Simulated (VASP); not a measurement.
# GeS in VASP: single point with r2SCAN

Aim: the single point of GeS with r2SCAN.

Program: VASP 6.6.1. These are calculated values, not measurements. Logs are shortened: lines on timing, memory, paths and dates and some standing lists are left out, and cuts for length are marked.

## (1) The cell of the first run

The cell holds a slab with vacuum, 16 atoms: a = 3.590 Å, b = 4.547 Å, c = 40.887 Å, α = 90.00°, β = 90.00°, γ = 90.00°.

## (2) Single point, r2SCAN

File POSCAR:

```
GeS
1.0
    3.5897086654      0.0000000000      0.0000000000
    0.0000000000      4.5471733621      0.0000000000
    0.0000000000      0.0000000000     40.8871826238
Ge S
8 8
Direct
    0.7500000000      0.6357285249      0.2690329657
    0.2500000000      0.1357285249      0.3335853405
    0.7500000000      0.8642714751      0.4014935303
    0.2500000000      0.3642714751      0.4660459051
    0.7500000000      0.6357285249      0.5339540949
    0.2500000000      0.1357285249      0.5985064697
    0.7500000000      0.8642714751      0.6664146595
    0.2500000000      0.3642714751      0.7309670343
    0.2500000000      0.9868015271      0.2762562035
    0.7500000000      0.4868015271      0.3263621027
    0.2500000000      0.5131984729      0.4087167681
    0.7500000000      0.0131984729      0.4588226673
    0.2500000000      0.9868015271      0.5411773327
    0.7500000000      0.4868015271      0.5912832319
    0.2500000000      0.5131984729      0.6736378973
    0.7500000000      0.0131984729      0.7237437965
```

File INCAR.step1:

```
ALGO = Normal ; DIPOL = 0.5 0.5 0.500
EDIFF = 1E-5 ; ENCUT = 450
GGA = PE ; GGA_COMPAT = False
IDIPOL = 3 ; ISMEAR = 0
KPAR = 4 ; LASPH = True
LCHARG = False ; LDIPOL = True
LREAL = False ; LWAVE = True
NBANDS = 94 ; NELM = 120
NELMDL = -8 ; PREC = Accurate
SIGMA = 0.05
```

File INCAR.step2:

```
ALGO = Normal ; DIPOL = 0.5 0.5 0.500
EDIFF = 1E-6 ; ENCUT = 450
GGA_COMPAT = False ; IDIPOL = 3
ISIF = 2 ; ISMEAR = 0
ISTART = 1 ; KPAR = 4
LASPH = True ; LCHARG = False
LDIPOL = True ; LMIXTAU = True
LREAL = False ; LWAVE = False
METAGGA = R2SCAN ; NBANDS = 94
NELM = 120 ; PREC = Accurate
SIGMA = 0.05
```

File KPOINTS:

```
k-points
0
Gamma
  8 6 1
```

Potentials or basis: VASP PAW PBE potentials, release 64 (Ge_d, S).

Run with:

```
> cat potpaw_PBE.64/Ge_d/POTCAR potpaw_PBE.64/S/POTCAR > POTCAR
> cp INCAR.step1 INCAR
> mpirun -np 4 vasp_std > vasp.out
> cp INCAR.step2 INCAR
> mpirun -np 4 vasp_std > vasp.out
```

OUTCAR:

```text
EDIFF = 1E-6
   ENCUT = 450
   ISIF = 2
   ISMEAR = 0
   ISTART = 1
   LASPH = True
   LREAL = False
   METAGGA = R2SCAN
   NELM = 120
   PREC = Accurate

 ion  position               nearest neighbor table
   1  0.750  0.636  0.269-   9 2.42   9 2.42  10 2.44
   2  0.250  0.136  0.334-  10 2.42  10 2.42   9 2.44
   3  0.750  0.864  0.401-  11 2.42  11 2.42  12 2.44
   4  0.250  0.364  0.466-  12 2.42  12 2.42  11 2.44
   5  0.750  0.636  0.534-  13 2.42  13 2.42  14 2.44
   6  0.250  0.136  0.599-  14 2.42  14 2.42  13 2.44
[... 8 lines left out ...]
  15  0.250  0.513  0.674-   7 2.42   7 2.42   8 2.44
  16  0.750  0.013  0.724-   8 2.42   8 2.42   7 2.44

  LATTYP: Found a simple orthorhombic cell.
 ALAT       =     3.5897086654
 B/A-ratio  =     1.2667249033
 C/A-ratio  =    11.3901116873

  Lattice vectors:

 A1 = (   3.5897086654,   0.0000000000,   0.0000000000)
 A2 = (   0.0000000000,   4.5471733621,   0.0000000000)
 A3 = (   0.0000000000,   0.0000000000,  40.8871826238)

Analysis of symmetry for initial positions (statically):
=====================================================================
 Subroutine PRICEL returns:
 Original cell was already a primitive cell.

 Routine SETGRP: Setting up the symmetry group for a
 simple orthorhombic supercell.

 Subroutine GETGRP returns: Found  4 space group operations
 (whereof  2 operations were pure point group operations)
 out of a pool of  8 trial point group operations.

The static configuration has the point symmetry S_2 .
 The point group associated with its full space group is C_2h.

Analysis of symmetry for dynamics (positions and initial velocities):
=====================================================================
 Subroutine PRICEL returns:
 Original cell was already a primitive cell.

 Routine SETGRP: Setting up the symmetry group for a
 simple orthorhombic supercell.

 Subroutine GETGRP returns: Found  4 space group operations
 (whereof  2 operations were pure point group operations)
 out of a pool of  8 trial point group operations.

The dynamic configuration has the point symmetry S_2 .
 The point group associated with its full space group is C_2h.

 Subroutine INISYM returns: Found  4 space group operations
 (whereof  2 operations are pure point group operations),
 and found     1 'primitive' translations

----------------------------------------------------------------------------------------

                                     Primitive cell

  volume of cell :     667.4026

  direct lattice vectors                    reciprocal lattice vectors
     3.589708665  0.000000000  0.000000000     0.278574139  0.000000000  0.000000000
     0.000000000  4.547173362  0.000000000     0.000000000  0.219916841  0.000000000
     0.000000000  0.000000000 40.887182624     0.000000000  0.000000000  0.024457542

  length of vectors
     3.589708665  4.547173362 40.887182624     0.278574139  0.219916841  0.024457542

  position of ions in fractional coordinates (direct lattice)
     0.750000000  0.635728525  0.269032966
     0.250000000  0.135728525  0.333585341
     0.750000000  0.864271475  0.401493530
     0.250000000  0.364271475  0.466045905
     0.750000000  0.635728525  0.533954095
     0.250000000  0.135728525  0.598506470
[... 8 lines left out ...]
     0.250000000  0.513198473  0.673637897
     0.750000000  0.013198473  0.723743797

  ion indices of the primitive-cell ions
   primitive index   ion index
                 1           1
                 2           2
                 3           3
                 4           4
                 5           5
                 6           6
[... 8 lines left out ...]
                15          15
                16          16

----------------------------------------------------------------------------------------

 KPOINTS: k-points

Automatic generation of k-mesh.
 Grid dimensions read from file:
 generate k-points for:    8    6    1

 Generating k-lattice:

  Cartesian coordinates                     Fractional coordinates (reciprocal lattice)
     0.034821767  0.000000000  0.000000000     0.125000000  0.000000000  0.000000000
     0.000000000  0.036652807  0.000000000     0.000000000  0.166666667  0.000000000
     0.000000000  0.000000000  0.024457542     0.000000000  0.000000000  1.000000000

  Length of vectors
     0.034821767  0.036652807  0.024457542

  Shift w.r.t. Gamma in fractional coordinates (k-lattice)
     0.000000000  0.000000000  0.000000000

 Subroutine IBZKPT returns following result:
 ===========================================

 Found     20 irreducible k-points:

 Following reciprocal coordinates:
            Coordinates               Weight
  0.000000  0.000000  0.000000      1.000000
  0.125000  0.000000  0.000000      2.000000
  0.250000  0.000000  0.000000      2.000000
  0.375000  0.000000  0.000000      2.000000
  0.500000  0.000000  0.000000      1.000000
  0.000000  0.166667  0.000000      2.000000
[... 12 lines left out ...]
  0.375000  0.500000  0.000000      2.000000
  0.500000  0.500000  0.000000      1.000000
   k-points           NKPTS =     20   k-points in BZ     NKDIM =     20   number of bands    NBANDS=     94
   number of dos      NEDOS =    301   number of ions     NIONS =     16
   total plane-waves  NPLWV = 258048
   dimension x,y,z NGX =    28 NGY =   32 NGZ =  288
   dimension x,y,z NGXF=    56 NGYF=   64 NGZF=  576
   ions per type =               8   8
   NGX,Y,Z   is equivalent  to a cutoff of  12.97, 11.70, 11.71 a.u.
   NGXF,Y,Z  is equivalent  to a cutoff of  25.93, 23.40, 23.42 a.u.
 SYSTEM =  unknown system
   PREC   = accura    normal or accurate (medium, high low for compatibility)
   ISTART =      1    job   : 0-new  1-cont  2-samecut
   ICHARG =      0    charge: 1-file 2-atom 10-const
   ISPIN  =      1    spin polarized calculation?
   LNONCOLLINEAR =      F non collinear calculations
   LSORBIT =      F    spin-orbit coupling
   LASPH  =      T    aspherical Exc in radial PAW
   ENCUT  =  450.0 eV  33.07 Ry    5.75 a.u.   6.21  7.87 70.72*2*pi/ulx,y,z
   NELM   =    120;   NELMIN=  2; NELMDL=  0     # of ELM steps
   EDIFF  = 0.1E-05   stopping-criterion for ELM
   LREAL  =      F    real-space projection
   EDIFFG = 0.1E-04   stopping-criterion for IOM
   NSW    =      0    number of steps for IOM
   IBRION =     -1    ionic relax: 0-MD 1-quasi-New 2-CG
   NFREE  =      0    steps in history (QN), initial steepest desc. (CG)
   ISIF   =      2    stress and relaxation
   ISYM   =      2    0-nonsym 1-usesym 2-fastsym
   POTIM  = 0.5000    time-step for ionic-motion
   TEBEG  =    0.0;   TEEND  =   0.0 temperature during run
   PSTRESS=    0.0 pullay stress
   NELECT =     160.0000    total number of electrons
   NUPDOWN=      -1.0000    fix difference up-down
   EMIN   =  10.00;   EMAX   =-10.00  energy-range for DOS
   EFERMI =   0.00;   METHOD = LEGACY
   ISMEAR =     0;   SIGMA  =   0.05  broadening in eV -4-tet -1-fermi 0-gaus
   EFERMI_NEDOS =   21; number of points for ismear=-14 and -15
   IALGO  =     38    algorithm
   IMIX   =      4    mixing-type and parameters
     AMIX     =   0.40;   BMIX     =  1.00
     AMIX_MAG =   1.60;   BMIX_MAG =  1.00
  volume/ion in A,a.u.               =      41.71       281.49
  Fermi-wavevector in a.u.,A,eV,Ry     =   1.016995  1.921842 14.072220  1.034279
  Thomas-Fermi vector in A             =   2.150371
   LORBIT       =      0    0 simple, 1 ext, 2 COOP (PROOUT), +10 PAW based schemes
   METAGGA = R2SCAN    functional components
   LHFCALC =     F    Hartree Fock is set to
   AEXX    =    0.0000 exact exchange contribution
   IVDW    =     0    specifies the selected vdW correction
   LEPSILON=     F    determine dielectric tensor
   LRPA    =     F    only Hartree local field effects (RPA)
 non-spin polarized calculation
 Gauss-broadening in eV      SIGMA  =   0.05
  energy-cutoff  :      450.00
  volume of cell :      667.40
 maximum number of plane-waves:     14520
 NGX is ok and might be reduce to    28
   NGX = 13   NGY = 15   NGZ =141

 dipolmoment           0.000000      0.000000     -0.000000 electrons x Angstroem

 number of electron     160.0000034 magnetization

 dipolmoment           0.000000      0.000000      0.000000 electrons x Angstroem

 Free energy of the ion-electron system (eV)
  ---------------------------------------------------
  ext. energy  EPLUGINS =         0.00000000
  ---------------------------------------------------
  free energy    TOTEN  =      -178.95051668 eV

  energy without entropy =     -178.95051668  energy(sigma->0) =     -178.95051668

 E-fermi :   0.1533     XC(G=0):  -5.6769

 val. band max:       -0.1338217256   @ k =   0.0000   0.0000   0.0000
 cond. band min:       1.3597401259   @ k =   0.0000   0.0000   0.0000
 fundamental gap:      1.4935618514
 Fermi energy:         0.1532834612

 k-point     1 :       0.0000    0.0000    0.0000
  band No.  band energies     occupation
      1     -25.3028      2.00000
      2     -25.3013      2.00000
      3     -25.2927      2.00000
      4     -25.2921      2.00000
      5     -25.2886      2.00000
      6     -25.2879      2.00000
[... 84 lines left out ...]
     91       3.5158      0.00000
     92       3.5205      0.00000

 k-point     2 :       0.1250    0.0000    0.0000
  band No.  band energies     occupation
      1     -25.3008      2.00000
      2     -25.2996      2.00000
      3     -25.2908      2.00000
      4     -25.2906      2.00000
      5     -25.2892      2.00000
      6     -25.2891      2.00000
[... 1699 lines left out ...]
     91       4.2639      0.00000
     92       4.3116      0.00000

 k-point    20 :       0.5000    0.5000    0.0000
  band No.  band energies     occupation
      1     -25.3004      2.00000
      2     -25.3004      2.00000
      3     -25.2980      2.00000
      4     -25.2980      2.00000
      5     -25.2821      2.00000
      6     -25.2821      2.00000
[... 84 lines left out ...]
     91       4.4541      0.00000
     92       4.4541      0.00000
 [bands above 92 left out]

------------------------ aborting loop because EDIFF is reached ----------------------------------------

 vacuum level on the upper side and lower side of the slab       (xc-potential included)         0.035         0.035

  FORCE on cell =-STRESS in cart. coord.  units (eV):
  Direction    XX          YY          ZZ          XY          YZ          ZX
  --------------------------------------------------------------------------------------
  -------------------------------------------------------------------------------------
  Total       -1.0583609     -0.2839535     -1.4646905      0.0000000      0.0877318      0.0000000
  in kB       -2.5407179     -0.6816633     -3.5161593      0.0000000      0.2106104      0.0000000
  external PRESSURE =      -2.2461802 kB  Pullay stress =       0.0000000 kB

 VOLUME and BASIS-vectors are now :
 -----------------------------------------------------------------------------
  energy-cutoff  :      450.00
  volume of cell :      667.40
      direct lattice vectors                 reciprocal lattice vectors
     3.589708665  0.000000000  0.000000000     0.278574139  0.000000000  0.000000000
     0.000000000  4.547173362  0.000000000     0.000000000  0.219916841  0.000000000
     0.000000000  0.000000000 40.887182624     0.000000000  0.000000000  0.024457542

 POSITION                                       TOTAL-FORCE (eV/Angst)
 -----------------------------------------------------------------------------------
      2.69228      2.89077     11.00000        -0.000000     -0.002339      0.121946
      0.89743      0.61718     13.63936         0.000000     -0.038259     -0.052750
      2.69228      3.92999     16.41594        -0.000000      0.009962     -0.003676
      0.89743      1.65641     19.05530        -0.000000      0.013397     -0.011953
      2.69228      2.89077     21.83188        -0.000000     -0.013397      0.011953
      0.89743      0.61718     24.47124        -0.000000     -0.009962      0.003676
[... 8 lines left out ...]
      0.89743      2.33360     27.54316         0.000000     -0.046295      0.106935
      2.69228      0.06002     29.59184        -0.000000      0.025742     -0.046338
 -----------------------------------------------------------------------------------
    total drift:                                0.000000      0.000000      0.000000

  FREE ENERGIE OF THE ION-ELECTRON SYSTEM (eV)
  ---------------------------------------------------
  free  energy   TOTEN  =      -178.9505166843 eV

  energy  without entropy=     -178.9505166843  energy(sigma->0) =     -178.95051668

 vacuum level on the upper side and lower side of the slab         4.888         4.888
```

Wall time 34 min (4 MPI ranks of AMD EPYC 9R45 (Zen 5), shared host); peak memory 1.1 GiB.

What came out:

```yaml
Free_energy: -178.9505 eV
Largest_force: 0.122 eV/Å
Band_gap_on_the_k_mesh: 1.49 eV
```

Forces in eV/Å, atoms in the order of the input:
```
Ge   0.000 -0.002  0.122
Ge   0.000 -0.038 -0.053
Ge   0.000  0.010 -0.004
Ge   0.000  0.013 -0.012
Ge   0.000 -0.013  0.012
Ge   0.000 -0.010  0.004
Ge   0.000  0.038  0.053
Ge   0.000  0.002 -0.122
S    0.000 -0.026  0.046
S    0.000  0.046 -0.107
S    0.000  0.000 -0.003
S    0.000 -0.004  0.003
S    0.000  0.004 -0.003
S    0.000  0.000  0.003
S    0.000 -0.046  0.107
S    0.000  0.026 -0.046
```

Levels at points of the mesh, in eV from the valence-band top:
```
           k point  band 77  band 78  band 79  band 80  band 81  band 82  band 83  band 84
(0.00, 0.00, 0.00)    -0.85    -0.52    -0.20     0.00     1.49     1.88     2.32     2.48
(0.50, 0.00, 0.00)    -1.51    -1.51    -1.39    -1.39     1.69     1.69     1.86     1.86
(0.00, 0.50, 0.00)    -0.83    -0.41    -0.39    -0.38     2.13     2.14     2.15     2.44
(0.50, 0.50, 0.00)    -1.37    -1.37    -1.34    -1.34     3.15     3.15     3.15     3.15
```

Caveat: the PAW data sets were made with another functional, which shifts forces and pressure a little.
